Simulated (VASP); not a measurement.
Input of a VASP 6.6.1 run:

The input INCAR:

```
SYSTEM = TlCl
PREC = Accurate ; ENCUT = 500
EDIFF = 1E-6 ; ISMEAR = 0
SIGMA = 0.01 ; LREAL = .FALSE.
LASPH = .TRUE. ; NELM = 120
ALGO = Normal ; ISIF = 2
LWAVE = .FALSE. ; LCHARG = .FALSE.
GGA = PE ; NBANDS = 17
GGA_COMPAT = .FALSE.
```

Contents of KPOINTS:

```
Automatic mesh
0
G
  6 6 6
  0 0 0
```

POSCAR

```
TlCl
1.0
    3.7936346884      0.0000000000      0.0000000000
    0.0000000000      3.7936346884      0.0000000000
    0.0000000000      0.0000000000      3.7936346884
Tl Cl
1 1
Direct
    0.0000000000      0.0000000000      0.0000000000
    0.5000000000      0.5000000000      0.5000000000
```

Potentials or basis: VASP PAW PBE potentials, release 64 (Tl_d, Cl).

Launch:

```console
$ cat potpaw_PBE.64/Tl_d/POTCAR potpaw_PBE.64/Cl/POTCAR > POTCAR
$ mpirun -np 1 vasp_std > vasp.out
```

Problem. Estimate the band gap on the k mesh.

Solution. 2.00 eV.

Problem. Predict the pressure.

Solution. 2.2 GPa.

Caveat: spin-orbit coupling is left out, which moves the levels of the heavy elements. A k mesh can miss the band edges.
